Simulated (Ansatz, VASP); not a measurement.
This is a calculation of NiMoIrPdW for VASP 6.6.1.

File INCAR:

```
SYSTEM = NiMoIrPdW
PREC = Accurate
ENCUT = 520
EDIFF = 1E-6
ISMEAR = -1
SIGMA = 0.05
LREAL = .FALSE.
LASPH = .TRUE.
NELM = 150
ALGO = Fast
ISIF = 2
LWAVE = .FALSE.
LCHARG = .FALSE.
ISPIN = 2
MAGMOM = 1 1 0 0.6 0
LORBIT = 11
LMAXMIX = 4
GGA = PE
NBANDS = 40
```

Contents of KPOINTS:

```
Automatic mesh
0
G
  6 6 4
  0 0 0
```

Contents of POSCAR:

```
NiMoIrPdW
1.0
    4.0614073682      0.0000000000      0.0000000000
   -2.0307086165      3.5172820659      0.0000000000
    0.0000000000      0.0000000000      5.3721990858
Ni Mo Pd Ir W
1 1 1 1 1
Direct
    0.0000000000      0.0000000000      0.9577500000
    0.6666700000      0.3333300000      0.9616100000
    0.6666700000      0.3333300000      0.4629500000
    0.3333300000      0.6666700000      0.7257200000
    0.3333300000      0.6666700000      0.2364200000
```

Potentials or basis: VASP PAW PBE potentials, release 64 (Ni, Mo_sv, Pd, Ir, W_sv).

Run with:

```sh
$ cat potpaw_PBE.64/Ni/POTCAR potpaw_PBE.64/Mo_sv/POTCAR potpaw_PBE.64/Pd/POTCAR potpaw_PBE.64/Ir/POTCAR potpaw_PBE.64/W_sv/POTCAR > POTCAR
$ mpirun -np 1 vasp_std > vasp.out
```

Problem. Set up the same calculation for Ansatz 0.2.0. Potentials there: all-electron LAPW, scalar-relativistic.

Solution. As run (the cutoff follows the program's own potentials):

Contents of input.yaml:

```yaml
crystal:
  lattice:
    - [4.0614073682, 0.0, 0.0]
    - [-2.0307086165, 3.5172820659, 0.0]
    - [0.0, 0.0, 5.3721990858]
  atoms:
    - { symbol: Ni, position: [0.0, 0.0, 0.95775], spin: 1.0 }
    - { symbol: Mo, position: [0.66667, 0.33333, 0.96161], spin: 1.0 }
    - { symbol: Pd, position: [0.66667, 0.33333, 0.46295] }
    - { symbol: Ir, position: [0.33333, 0.66667, 0.72572], spin: 0.6 }
    - { symbol: W, position: [0.33333, 0.66667, 0.23642] }
kpoints:
  mp_grid: { grid: [6, 6, 4] }
scf:
  occupations: { method: fermi_dirac, width: 0.05 }
hamiltonian:
  xc: pbe
  pseudopotentials: { kind: all_electron, lapw: { basis_error: 0.003 } }
magnetization:
  spin_polarized: true
output:
  forces: true
  stress: true
  eigenvalues: true
```

Potentials or basis: all-electron LAPW, scalar-relativistic.

Command:

```console
$ ansatz run input.yaml --threads 8 --pin off --max-ram 24576MiB --backend cpu --events-out ev --progress --plain --runs-dir out
```

Both were run:

|  | VASP | Ansatz | Ansatz less VASP |
| --- | --- | --- | --- |
| gap on the k mesh at the Fermi level (eV) | none | none | - |
| pressure (GPa) | 10.3 | 10.1 | -0.26 |
| traceless stress, the component that is largest in VASP (GPa) | 0.70 | 0.66 | -0.035 |
| rms of the force components (eV/Å) | 0.086 | 0.088 | +0.0024 |
| net moment per atom (μB) | 0.00 | 0.00 | 0.000 |

Atom by atom the forces differ by 0.005 eV/Å (rms over components). A gap of «none» marks a metal or a gap that the smearing closes. Ansatz ran all-electron here, and VASP with PAW potentials.

Spin-orbit coupling is off throughout. Noted on Ansatz's run: the k mesh is thin for a metal, which can move the energy by tens of meV per atom.
